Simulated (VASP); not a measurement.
Here is a VASP 6.6.1 calculation.

The input INCAR:

```
PREC = Accurate
ENCUT = 600
EDIFF = 1E-6
ISMEAR = -1
SIGMA = 0.1
LREAL = False
LASPH = True
NELM = 120
ALGO = Normal
ISIF = 2
LWAVE = False
LCHARG = False
GGA = CA
NBANDS = 28
GGA_COMPAT = False
```

The input KPOINTS:

```
Automatic mesh
0
Gamma
  6 6 6
```

POSCAR

```
NaWO3
1.0
    3.8600000000      0.0000000000      0.0000000000
    0.0000000000      3.8600000000      0.0000000000
    0.0000000000      0.0000000000      3.8600000000
Na W O
1 1 3
Direct
    0.0000000000      0.0000000000      0.0000000000
    0.5000000000      0.5000000000      0.5000000000
    0.5000000000      0.5000000000      0.0000000000
    0.0000000000      0.5000000000      0.5000000000
    0.5000000000      0.0000000000      0.5000000000
```

Potentials or basis: VASP PAW LDA potentials, release 64 (Na_pv, W_sv, O).

Command:

```console
$ cat potpaw_LDA.64/Na_pv/POTCAR potpaw_LDA.64/W_sv/POTCAR potpaw_LDA.64/O/POTCAR > POTCAR
$ mpirun -np 1 vasp_std > vasp.out
```

(1) Estimate the pressure.

(2) Predict the band gap on the k mesh.

Results:

(1) -0.5 GPa.

(2) zero (an odd number of electrons rules out a gap without spin polarisation).

Caveat: spin-orbit coupling is left out, which moves the levels of the heavy elements; an odd number of electrons without spin polarisation forces a metal; a magnetic or distorted state may lie lower.
